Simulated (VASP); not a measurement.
# Zn (P6_3/mmc) in VASP: further runs

Zn is run at these levels: PBEsol; tasks: single point, relaxation of cell and atoms.

Everything below comes from runs of VASP 6.6.1. Logs are shortened: lines on timing, memory, paths and dates and some standing lists are left out, and cuts for length are marked.

### 1 The cell of the first run

It takes space group P6_3/mmc (No. 194, hexagonal). The conventional cell has a = 2.661 Å, b = 2.661 Å, c = 4.551 Å, α = 90.00°, β = 90.00°, γ = 120.00°. Zn (site symmetry -6m2) has 12 Zn at 2.66 to 2.75 Å within 3.5 Å.

### 2 Single point, PBEsol

INCAR

```
ALGO     = Normal         # electronic algorithm
EDIFF    = 1E-6           # SCF threshold, eV
ENCUT    = 520            # plane-wave cutoff, eV
GGA      = PS             # functional
ISIF     = 2              # what is computed and relaxed
ISMEAR   = -1             # smearing method
LASPH    = T              # aspherical terms in the spheres
LCHARG   = F              # write CHGCAR
LREAL    = F              # projectors in reciprocal space
LWAVE    = F              # write WAVECAR
NBANDS   = 19             # bands
NELM     = 100            # most SCF steps
PREC     = Accurate       # precision mode
SIGMA    = 0.02           # smearing width, eV
```

KPOINTS

```
k-points
0
Gamma
  11 11 5
```

POSCAR

```
Zn
1.0
    2.6608473477      0.0000000000      0.0000000000
   -1.3304236739      2.3043613987      0.0000000000
    0.0000000000      0.0000000000      4.5511173512
Zn
2
Direct
    0.3333333333      0.6666666667      0.2500000000
    0.6666666667      0.3333333333      0.7500000000
```

Potentials or basis: VASP PAW PBE potentials, release 64 (Zn).

The run is started by

```console
> cat potpaw_PBE.64/Zn/POTCAR > POTCAR
> mpirun -np 1 vasp_std > vasp.out
```

OUTCAR:

```text
EDIFF = 1E-6
   ENCUT = 520
   GGA = PS
   ISIF = 2
   ISMEAR = -1
   LASPH = T
   LREAL = F
   NELM = 100
   PREC = Accurate

 ion  position               nearest neighbor table
   1  0.333  0.667  0.250-   2 2.75   2 2.75   2 2.75   2 2.75   2 2.75   2 2.75
   2  0.667  0.333  0.750-   1 2.75   1 2.75   1 2.75   1 2.75   1 2.75   1 2.75

  LATTYP: Found a hexagonal cell.
 ALAT       =     2.6608473477
 C/A-ratio  =     1.7104015212

  Lattice vectors:

 A1 = (   2.6608473477,   0.0000000000,   0.0000000000)
 A2 = (  -1.3304236739,   2.3043613987,   0.0000000000)
 A3 = (   0.0000000000,   0.0000000000,   4.5511173512)

Analysis of symmetry for initial positions (statically):
=====================================================================
 Subroutine PRICEL returns:
 Original cell was already a primitive cell.

 Routine SETGRP: Setting up the symmetry group for a
 hexagonal supercell.

 Subroutine GETGRP returns: Found 24 space group operations
 (whereof 12 operations were pure point group operations)
 out of a pool of 24 trial point group operations.

The static configuration has the point symmetry D_3d.
 The point group associated with its full space group is D_6h.

Analysis of symmetry for dynamics (positions and initial velocities):
=====================================================================
 Subroutine PRICEL returns:
 Original cell was already a primitive cell.

 Routine SETGRP: Setting up the symmetry group for a
 hexagonal supercell.

 Subroutine GETGRP returns: Found 24 space group operations
 (whereof 12 operations were pure point group operations)
 out of a pool of 24 trial point group operations.

The dynamic configuration has the point symmetry D_3d.
 The point group associated with its full space group is D_6h.

 Subroutine INISYM returns: Found 24 space group operations
 (whereof 12 operations are pure point group operations),
 and found     1 'primitive' translations

----------------------------------------------------------------------------------------

                                     Primitive cell

  volume of cell :      27.9054

  direct lattice vectors                    reciprocal lattice vectors
[... 80 lines left out ...]
   ICHARG =      2    charge: 1-file 2-atom 10-const
   ISPIN  =      1    spin polarized calculation?
   LNONCOLLINEAR =      F non collinear calculations
   LSORBIT =      F    spin-orbit coupling
   LASPH  =      T    aspherical Exc in radial PAW
   ENCUT  =  520.0 eV  38.22 Ry    6.18 a.u.   4.95  4.95  8.46*2*pi/ulx,y,z
   NELM   =    100;   NELMIN=  2; NELMDL= -5     # of ELM steps
   EDIFF  = 0.1E-05   stopping-criterion for ELM
   LREAL  =      F    real-space projection
   EDIFFG = 0.1E-04   stopping-criterion for IOM
   NSW    =      0    number of steps for IOM
   IBRION =     -1    ionic relax: 0-MD 1-quasi-New 2-CG
   NFREE  =      0    steps in history (QN), initial steepest desc. (CG)
   ISIF   =      2    stress and relaxation
   ISYM   =      2    0-nonsym 1-usesym 2-fastsym
   POTIM  = 0.5000    time-step for ionic-motion
   TEBEG  =    0.0;   TEEND  =   0.0 temperature during run
   PSTRESS=    0.0 pullay stress
   NELECT =      24.0000    total number of electrons
   NUPDOWN=      -1.0000    fix difference up-down
   EMIN   =  10.00;   EMAX   =-10.00  energy-range for DOS
   EFERMI =   0.00;   METHOD = LEGACY
   ISMEAR =    -1;   SIGMA  =   0.02  broadening in eV -4-tet -1-fermi 0-gaus
   EFERMI_NEDOS =   21; number of points for ismear=-14 and -15
   IALGO  =     38    algorithm
   IMIX   =      4    mixing-type and parameters
     AMIX     =   0.40;   BMIX     =  1.00
     AMIX_MAG =   1.60;   BMIX_MAG =  1.00
  volume/ion in A,a.u.               =      13.95        94.16
  Fermi-wavevector in a.u.,A,eV,Ry     =   1.556858  2.942035 32.977901  2.423807
  Thomas-Fermi vector in A             =   2.660593
   LORBIT       =      0    0 simple, 1 ext, 2 COOP (PROOUT), +10 PAW based schemes
   GGA     = PS    functional components
   LHFCALC =     F    Hartree Fock is set to
   AEXX    =    0.0000 exact exchange contribution
   IVDW    =     0    specifies the selected vdW correction
   LEPSILON=     F    determine dielectric tensor
   LRPA    =     F    only Hartree local field effects (RPA)
 non-spin polarized calculation
  energy-cutoff  :      520.00
  volume of cell :       27.91
 maximum number of plane-waves:       765
 NGX is ok and might be reduce to    20
   NGX =  9   NGY =  9   NGZ = 17

 number of electron      24.0000004 magnetization

 Free energy of the ion-electron system (eV)
  ---------------------------------------------------
  ext. energy  EPLUGINS =         0.00000000
  ---------------------------------------------------
  free energy    TOTEN  =        -3.18349943 eV

  energy without entropy =       -3.18267851  energy(sigma->0) =       -3.18308897

 E-fermi :   3.7601     XC(G=0): -12.1727

 val. band max:        3.7546002361   @ k =   0.2727   0.0909   0.0000
 cond. band min:       3.8621945226   @ k =   0.4545   0.0000   0.4000
 fundamental gap:      0.1075942865
 Fermi energy:         3.7600586066

 k-point     1 :       0.0000    0.0000    0.0000
  band No.  band energies     occupation
      1      -7.5364      2.00000
      2      -5.2650      2.00000
      3      -4.4142      2.00000
      4      -4.2734      2.00000
      5      -4.2734      2.00000
      6      -4.1871      2.00000
[... 505 lines left out ...]
      6      -4.1730      2.00000
[... 11 lines left out ...]
     18      18.4320      0.00000
     19      21.5352      0.00000

 [... further k-points ...]

------------------------ aborting loop because EDIFF is reached ----------------------------------------

  FORCE on cell =-STRESS in cart. coord.  units (eV):
  Direction    XX          YY          ZZ          XY          YZ          ZX
  --------------------------------------------------------------------------------------
  -------------------------------------------------------------------------------------
  Total        0.0954189      0.0954189      0.0661953     -0.0000000      0.0000000      0.0000000
  in kB        5.4784349      5.4784349      3.8005747     -0.0000000      0.0000000      0.0000000
  external PRESSURE =       4.9191482 kB  Pullay stress =       0.0000000 kB

 VOLUME and BASIS-vectors are now :
 -----------------------------------------------------------------------------
  energy-cutoff  :      520.00
  volume of cell :       27.91
      direct lattice vectors                 reciprocal lattice vectors
     2.660847348  0.000000000  0.000000000     0.375820131  0.216979854  0.000000000
    -1.330423674  2.304361399  0.000000000     0.000000000  0.433959708  0.000000000
     0.000000000  0.000000000  4.551117351     0.000000000  0.000000000  0.219726261

 POSITION                                       TOTAL-FORCE (eV/Angst)
 -----------------------------------------------------------------------------------
     -0.00000      1.53624      1.13778        -0.000000     -0.000000      0.000000
      1.33042      0.76812      3.41334         0.000000      0.000000      0.000000
 -----------------------------------------------------------------------------------
    total drift:                                0.000000     -0.000000      0.000000

  FREE ENERGIE OF THE ION-ELECTRON SYSTEM (eV)
  ---------------------------------------------------
  free  energy   TOTEN  =        -3.1834994292 eV

  energy  without entropy=       -3.1826785134  energy(sigma->0) =       -3.18308897
```

OSZICAR:

```text
N       E                     dE             d eps       ncg     rms          rms(c)
DAV:   1     0.111097707006E+03    0.11110E+03   -0.12308E+04  1944   0.205E+03
DAV:   2     0.148303328716E+01   -0.10961E+03   -0.10585E+03  1839   0.298E+02
DAV:   3    -0.349744239301E+01   -0.49805E+01   -0.49604E+01  2080   0.695E+01
DAV:   4    -0.352476146705E+01   -0.27319E-01   -0.27311E-01  2022   0.526E+00
DAV:   5    -0.352479202082E+01   -0.30554E-04   -0.30553E-04  2006   0.162E-01    0.493E+00
DAV:   6    -0.320735580159E+01    0.31744E+00   -0.12077E+00  2031   0.242E+01    0.351E+00
DAV:   7    -0.319131036173E+01    0.16045E-01   -0.44202E-02  2286   0.367E+00    0.182E+00
DAV:   8    -0.318354157957E+01    0.77688E-02   -0.19320E-03  2536   0.645E-01    0.547E-02
DAV:   9    -0.318349514954E+01    0.46430E-04   -0.20616E-04  2583   0.195E-01    0.336E-02
DAV:  10    -0.318349958778E+01   -0.44382E-05   -0.20557E-05  1914   0.382E-02    0.320E-03
DAV:  11    -0.318349942919E+01    0.15858E-06   -0.46911E-07  1077   0.113E-02
   1 F= -.31834994E+01 E0= -.31830890E+01  d E =-.820916E-03
```

stdout:

```text
POSCAR found type information on POSCAR Zn
 POSCAR found :  1 types and       2 ions
 scaLAPACK will be used
 -----------------------------------------------------------------------------
|                                                                             |
|                                                                             |
|     You enforced a specific xc type in the INCAR file but a different       |
|     I HOPE YOU KNOW WHAT YOU ARE DOING!                                     |
|                                                                             |
 -----------------------------------------------------------------------------

 LDA part: xc-table for (Slater+PW92), standard interpolation
 POSCAR, INCAR and KPOINTS ok, starting setup
 FFT: planning ... GRIDC
 FFT: planning ... GRID_SOFT
 FFT: planning ... GRID
 WAVECAR not read
 entering main loop
```

It took 35 s on 1 thread of Intel Xeon 8259CL, shared host; peak memory 0.15 GiB.

Results:

```
Free energy            : -3.1835 eV
Pressure               : 0.5 GPa
Band gap on the k mesh : zero (bands 12 and 13 overlap by 3.23 eV)
```

Caveat: the PAW data sets were made with another functional, which shifts forces and pressure a little.

### 3 Relaxation of cell and atoms, PBEsol

This run uses another cell than the first one, of 15.33 Å³/atom.

INCAR

```
PREC     = Accurate       # precision mode
ENCUT    = 600            # plane-wave cutoff, eV
EDIFF    = 1E-6           # SCF threshold, eV
ISMEAR   = -1             # smearing method
SIGMA    = 0.02           # smearing width, eV
LREAL    = False          # projectors in reciprocal space
LASPH    = True           # aspherical terms in the spheres
NELM     = 100            # most SCF steps
ALGO     = Normal         # electronic algorithm
ISIF     = 3              # what is computed and relaxed
LWAVE    = False          # write WAVECAR
LCHARG   = False          # write CHGCAR
GGA      = PS             # functional
IBRION   = 2              # ionic algorithm
NSW      = 60             # ionic steps
EDIFFG   = -0.01          # ionic threshold
```

KPOINTS

```
Automatic mesh
0
Gamma
  11 11 5
```

POSCAR

```
Zn
1.0
    2.6700000000      0.0000000000      0.0000000000
   -1.3350000000      2.3122880000      0.0000000000
    0.0000000000      0.0000000000      4.9660000000
Zn
2
Direct
    0.3333333333      0.6666666667      0.2500000000
    0.6666666667      0.3333333333      0.7500000000
```

Potentials or basis: VASP PAW PBE potentials, release 64 (Zn).

The run is started by

```console
> cat potpaw_PBE.64/Zn/POTCAR > POTCAR
> mpirun -np 1 vasp_std > vasp.out
```

It took 5.1 min on 1 thread of Intel Xeon 8259CL, shared host; peak memory 0.18 GiB.

Results (log left out):

* Free energy: -3.1867 eV
* Relaxed volume: 14.06 Å³/atom
* Relaxed cell: a = 2.698 Å, b = 2.698 Å, c = 4.462 Å, α = 90.00°, β = 90.00°, γ = 120.00°
* Space group after relaxing (to 0.1 Å): P6_3/mmc (No. 194)
* Energy gained by relaxing: 36.1 meV/atom
* Ionic steps: 13
* Pressure after relaxing: -0.1 GPa
* Band gap on the k mesh: zero (bands 12 and 13 overlap by 2.97 eV)

Stress tensor (GPa, compression positive):
```
-0.09  0.00  0.00
 0.00 -0.09  0.00
 0.00  0.00  0.03
```

The path:
```
step  energy change (eV)  largest force (eV/Å)  pressure (GPa)  volume (Å³)
   1              0.0000                0.0000           -5.40        30.66
   2             -0.0425                0.0000            0.22        28.42
   3             -0.0425                0.0000            0.28        28.42
   4             -0.0468                0.0000           -0.09        28.41
   5             -0.0654                0.0000           -0.73        28.36
   6             -0.0700                0.0000           -0.13        28.19
   7             -0.0696                0.0000           -0.76        28.28
   8             -0.0710                0.0000           -0.63        28.26
   9             -0.0721                0.0000           -0.36        28.22
  10             -0.0721                0.0000           -0.58        28.23
  11             -0.0695                0.0000            1.71        27.69
  12             -0.0722                0.0000            0.06        28.10
  13             -0.0722                0.0000           -0.05        28.12
```

Final structure:
```
Zn
1.0
     2.69790    0.00000    0.00000
    -1.34895    2.33645    0.00000
     0.00000    0.00000    4.46169
Zn
2
Cartesian
  0.0000 1.5576 1.1154
  1.3490 0.7788 3.3463
```

Levels at points of the mesh, in eV from the Fermi level:
| k point | band 10 | band 11 | band 12 | band 13 | band 14 | band 15 |
| --- | --- | --- | --- | --- | --- | --- |
| (0.00, 0.00, 0.00) | -7.43 | -7.43 | -3.66 | -1.76 | 15.74 | 15.74 |

Caveat: the PAW data sets were made with another functional, which shifts forces and pressure a little.

The gap in the log of VASP goes by the Fermi energy; the results here count the filled bands.